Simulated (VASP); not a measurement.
Wanted: the native input for a VASP 6.6.1 run.

```
Task                   : single point
Functional             : PBE
Potentials or basis    : VASP PAW PBE potentials, release 64 (B, N)
Cutoff                 : 520 eV
k mesh                 : 12 × 12 × 6
Occupations            : gaussian, width 0.05 eV
Spin                   : no spin polarisation
Dipole correction      : no
Further INCAR settings : ALGO = Normal; EDIFF = 1e-06; NBANDS = 16
```

The structure of BN lies in POSCAR:

```
BN
1.0
    2.5432813621     -0.0336948896      0.0339514087
   -1.3008213115      2.1984190814     -0.0164551122
    0.0561455168      0.0009940868      4.1815843578
B N
2 2
Direct
    0.6628057238      0.3167491867      0.9985535799
    0.3300479530      0.6797266179      0.4974542378
    0.6757282289      0.3435164139      0.6151915215
    0.3314180943      0.6600077816      0.1388006609
```

This cell differs from its parent crystal: atoms moved at random and the cell strained at random.

One way to write it, as run:

INCAR

```
SYSTEM = BN
PREC = Accurate
ENCUT = 520
EDIFF = 1E-6
ISMEAR = 0
SIGMA = 0.05
LREAL = .False.
LASPH = .True.
NELM = 80
ALGO = Normal
ISIF = 2
LWAVE = .False.
LCHARG = .False.
GGA = PE
NBANDS = 16
```

KPOINTS

```
Automatic mesh
0
Gamma
  12 12 6
  0 0 0
```

Potentials or basis: VASP PAW PBE potentials, release 64 (B, N).

Launch:

```sh
$ cat potpaw_PBE.64/B/POTCAR potpaw_PBE.64/N/POTCAR > POTCAR
$ mpirun -np 1 vasp_std > vasp.out
```

It gave:

| Item | Value |
| --- | --- |
| Pressure | 14.0 GPa |
| Largest force | 3.221 eV/Å |
| Band gap on the k mesh | 4.74 eV (least direct gap 7.42 eV) |

Caveat: the cell differs from its parent crystal (atoms moved at random and the cell strained at random); the stress differs along the axes, from 10 to 16 GPa; forces of over 1 eV/Å act on the atoms, so gaps and moduli don't describe the material at rest.

Run time: 120 s on 1 thread of Intel(R) Xeon(R) Platinum 8375C CPU @ 2.90GHz (Ice Lake), with other jobs on the host, peak memory 0.24 GiB.
